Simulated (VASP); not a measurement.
Input of a VASP 6.6.1 run:

File INCAR:

```
SYSTEM = Si2W
ALGO = Fast ; EDIFF = 1E-6
EDIFFG = -0.001 ; ENCUT = 600
GGA = CA ; IBRION = 2
ISIF = 3 ; ISMEAR = -1
LASPH = .TRUE. ; LCHARG = .FALSE.
LREAL = .FALSE. ; LWAVE = .FALSE.
NELM = 80 ; NSW = 80
PREC = Accurate ; SIGMA = 0.15
```

File KPOINTS:

```
k-points
0
G
  12 12 8
  0 0 0
```

File POSCAR:

```
Si2W
1.0
    4.5514839264      0.0000000000      0.0000000000
   -2.2757419632      3.9417007052      0.0000000000
    0.0000000000      0.0000000000      6.5671269824
Si W
6 3
Direct
    0.8361180924      0.6722361847      0.5000000000
    0.1638819076      0.8361180924      0.8333333333
    0.6722361847      0.8361180924      0.1666666667
    0.1638819076      0.3277638153      0.5000000000
    0.8361180924      0.1638819076      0.8333333333
    0.3277638153      0.1638819076      0.1666666667
    0.0000000000      0.5000000000      0.1666666667
    0.5000000000      0.5000000000      0.8333333333
    0.5000000000      0.0000000000      0.5000000000
```

Potentials or basis: VASP PAW LDA potentials, release 64 (Si, W_sv).

Command:

```bash
$ cat potpaw_LDA.64/Si/POTCAR potpaw_LDA.64/W_sv/POTCAR > POTCAR
$ mpirun -np 1 vasp_std > vasp.out
```

Task: Estimate the space group after relaxing (to 0.1 Å).

Result: P6_222 (No. 180).

Task: Predict the band gap on the k mesh.

Result: Zero (bands 33 and 34 overlap by 0.02 eV).

Task: Predict the relaxed volume.

Result: 13.14 Å³/atom.

Task: What does it give for the relaxed cell?

Result: a = 4.560 Å, b = 4.560 Å, c = 6.567 Å, α = 90.00°, β = 90.00°, γ = 120.00°.

Final structure:
```xyz
9
Lattice="4.5603 0.0000 0.0000 -2.2802 3.9494 0.0000 0.0000 0.0000 6.5670" Properties=species:S:1:pos:R:3 pbc="T T T"
Si    2.2802    2.6566    3.2835
Si   -1.1606    3.3030    5.4725
Si    1.1606    3.3030    1.0945
Si    0.0000    1.2927    3.2835
Si    3.4408    0.6464    5.4725
Si    1.1195    0.6464    1.0945
W     3.4203    1.9747    1.0945
W     1.1401    1.9747    5.4725
W     0.0000    3.9494    3.2835
```

Caveat: spin-orbit coupling is left out, which moves the levels of the heavy elements.
